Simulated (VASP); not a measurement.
Set up this calculation in VASP 6.6.1, as the native input.

| Quantity | Value |
| --- | --- |
| Task | single point |
| Functional | PBEsol |
| Potentials or basis | VASP PAW PBE potentials, release 64 (Hf_pv, N) |
| Cutoff | 520 eV |
| k mesh | 22 × 22 × 22 |
| Occupations | gaussian, width 0.15 eV |
| Spin | no spin polarisation |
| Dipole correction | no |
| Further INCAR settings | ALGO = Normal; EDIFF = 1e-06; NBANDS = 14 |

The structure of HfN lies in POSCAR:

```
HfN
1.0
    0.0000000000      2.4335340893      2.4335340893
    2.7073066743      0.0000000000      2.4335340893
    2.7073066743      2.4335340893      0.0000000000
Hf N
1 1
Direct
    0.0000000000      0.0000000000      0.0000000000
    0.7500000000      0.7500000000      0.7500000000
```

This cell differs from its parent crystal: strain +0.1125 x Voigt [1, 0, 0, 0, 0, 0].

The input as run:

INCAR

```
SYSTEM = HfN
  PREC = Accurate
  ENCUT = 520
  EDIFF = 1E-6
  ISMEAR = 0
  SIGMA = 0.15
  LREAL = .FALSE.
  LASPH = .TRUE.
  NELM = 80
  ALGO = Normal
  ISIF = 2
  LWAVE = .FALSE.
  LCHARG = .FALSE.
  GGA = PS
  NBANDS = 14
```

KPOINTS

```
regular mesh
0
G
  22 22 22
  0 0 0
```

Potentials or basis: VASP PAW PBE potentials, release 64 (Hf_pv, N).

Launch:

```bash
$ cat potpaw_PBE.64/Hf_pv/POTCAR potpaw_PBE.64/N/POTCAR > POTCAR
$ mpirun -np 1 vasp_std > vasp.out
```

Results of the run:

```json
{
  "Pressure": "-18.7 GPa",
  "Band gap on the k mesh": "zero (an odd number of electrons rules out a gap without spin polarisation)"
}
```

Caveat: the cell differs from its parent crystal (strain +0.1125 x Voigt [1, 0, 0, 0, 0, 0]); the cell stands under tension; the PAW data sets were made with another functional, which shifts forces and pressure a little; spin-orbit coupling is left out, which moves the levels of the heavy elements.

Run time: 2.3 min on 1 thread of Intel(R) Xeon(R) 6975P-C (Granite Rapids) (shared host), peak memory 0.48 GiB.
